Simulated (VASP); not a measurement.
**Pt: single point with PBE**

Pt:

```
Pt
1.0
    -4.07293    4.07293    4.07293
     4.07293   -4.07293    4.07293
     4.07293    4.07293   -4.07293
Pt
16
Direct
  0.00000 0.00000 0.00000
  0.00000 0.25000 0.75000
  0.00000 0.50000 0.50000
  0.00000 0.75000 0.25000
  0.25000 0.00000 0.75000
  0.25000 0.25000 0.50000
  0.25000 0.50000 0.25000
  0.25000 0.75000 0.00000
  0.50000 0.00000 0.50000
  0.50000 0.25000 0.25000
  0.50000 0.50000 0.00000
  0.50000 0.75000 0.75000
  0.75000 0.00000 0.25000
  0.75000 0.25000 0.00000
  0.75000 0.50000 0.75000
  0.75000 0.75000 0.50000
```

```yaml
Program: VASP 6.6.1
Task: single point
Functional: PBE
Potentials_or_basis: VASP PAW PBE potentials, release 64 (Pt)
Cutoff: 500 eV
k_mesh: 3 × 3 × 3
Occupations: fermi-dirac, width 1 eV
Spin: no spin polarisation
Dipole_correction: no
Further_INCAR_settings: ALGO = Normal; EDIFF = 1e-06; NBANDS = 94
```

The pressure is -0.8 GPa and the band gap on the k mesh is zero (bands 80 and 81 overlap by 0.39 eV).

Levels at points of the mesh, in eV from the Fermi level:
```tsv
k point	band 83	band 84	band 85	band 86	band 87	band 88	band 89	band 90
(0.00, 0.00, 0.00)	0.84	0.84	0.84	0.84	0.84	0.84	0.84	0.84
```

It took 5.4 min on 1 thread of Intel Xeon 8259CL (shared host), peak memory 0.41 GiB.

Caveat: the k points lie up to 0.36 Å⁻¹ apart; the highest band is partly filled, so the run has too few bands; so wide a smearing shifts energies and pressures; spin-orbit coupling is left out, which moves the levels of the heavy elements.
